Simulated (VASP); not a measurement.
Input of a VASP 6.6.1 run:

File INCAR:

```
  PREC = Accurate
  ENCUT = 520
  EDIFF = 1E-7
  ISMEAR = -1
  SIGMA = 0.05
  LREAL = Auto
  LASPH = True
  NELM = 60
  ALGO = Normal
  ISIF = 2
  LWAVE = False
  LCHARG = True
  GGA = PS
  LELF = True
  LVHAR = True
  NBANDS = 101
```

Contents of KPOINTS:

```
Automatic mesh
0
Gamma
  2 2 2
  0.5 0.5 0.5
```

POSCAR

```
Si29Sn3
1.0
   11.0647870000      0.0000000000      0.0000000000
    0.0000000000     11.0647870000      0.0000000000
    0.0000000000      0.0000000000      5.5323940000
Si Sn
29 3
Direct
    0.9935810000      0.9954620000      0.0389700000
    0.9932780000      0.4867880000      0.0036850000
    0.5039500000      0.0065820000      0.0045390000
    0.4934990000      0.4875880000      0.0093320000
    0.1246670000      0.1301510000      0.2522650000
    0.1234550000      0.6294800000      0.2345030000
    0.6169930000      0.1249790000      0.2563080000
    0.2518400000      0.2528090000      0.9826390000
    0.2604060000      0.7488750000      0.0336280000
    0.7428360000      0.2625290000      0.0011510000
    0.7428460000      0.7500840000      0.9995940000
    0.3748890000      0.8746200000      0.2400360000
    0.8728310000      0.3733510000      0.2522800000
    0.8655000000      0.8686400000      0.2630390000
    0.2551750000      0.0115360000      0.5100870000
    0.2431620000      0.5020140000      0.4976750000
    0.7545460000      0.9988430000      0.4974020000
    0.7557060000      0.5123270000      0.4818710000
    0.3685710000      0.1296900000      0.7414020000
    0.3738640000      0.6239280000      0.7515900000
    0.8811280000      0.1255580000      0.7178510000
    0.8724290000      0.6272490000      0.7384950000
    0.0009110000      0.2447650000      0.4806060000
    0.0011280000      0.7384690000      0.4916980000
    0.4922200000      0.2467520000      0.5040380000
    0.1340420000      0.3855360000      0.7361380000
    0.1334320000      0.8812210000      0.7512550000
    0.6234870000      0.3804830000      0.7471690000
    0.6157590000      0.8704540000      0.7586330000
    0.6241140000      0.6271370000      0.2545960000
    0.3761990000      0.3875420000      0.2827900000
    0.5039910000      0.7471280000      0.4942940000
```

Potentials or basis: VASP PAW PBE potentials, release 64 (Si, Sn_d).

Run with:

```sh
$ cat potpaw_PBE.64/Si/POTCAR potpaw_PBE.64/Sn_d/POTCAR > POTCAR
$ mpirun -np 1 vasp_std > vasp.out
```

**Question.** Estimate the largest force.

**Answer.** 5.973 eV/Å.

**Question.** Estimate the band gap on the k mesh.

**Answer.** 1.12 eV (least direct gap 1.16 eV).

**Question.** What does it give for the pressure?

**Answer.** 2.7 GPa.

Stress tensor (GPa, compression positive):
```
 2.91 -0.33 -1.96
-0.33  2.56  0.63
-1.96  0.63  2.76
```

Caveat: the k points lie up to 0.57 Å⁻¹ apart; the PAW data sets were made with another functional, which shifts forces and pressure a little; spin-orbit coupling is left out, which moves the levels of the heavy elements; a shifted mesh leaves out Γ, where band edges can lie. A k mesh can miss the band edges.
